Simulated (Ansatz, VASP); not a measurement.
# One calculation of Fe, two programs

```
CELL_PARAMETERS angstrom
2.21304 0.00000 0.00000
0.00000 2.21304 0.00000
0.00000 0.00000 2.21304
ATOMIC_POSITIONS crystal
Fe 0.00000 0.00000 0.00000
```

Alike in both runs: task single point; functional LDA; k mesh 16 × 16 × 16; occupations fermi-dirac, width 0.1 eV; no spin polarisation.

|  | VASP | Ansatz |
| --- | --- | --- |
| version | VASP 6.6.1 | Ansatz 0.2.0 |
| potentials or method | VASP PAW LDA potentials, release 64 (Fe), cutoff 520 eV | plane waves (420 eV) with PAW, scalar-relativistic |
| valence electrons in the cell | 8 | 16 |

|  | VASP | Ansatz | Ansatz less VASP |
| --- | --- | --- | --- |
| pressure (GPa) | -0.8 | 0.0 | +0.81 |

Ansatz warns that its potentials were made for another functional, while VASP's fit it. LDA's correlation is that of Perdew and Zunger in VASP and of Perdew and Wang (1992) in Ansatz. VASP's potentials hold 8 valence electrons a cell and Ansatz's 16, so a difference there can come from the potentials and not from the codes.
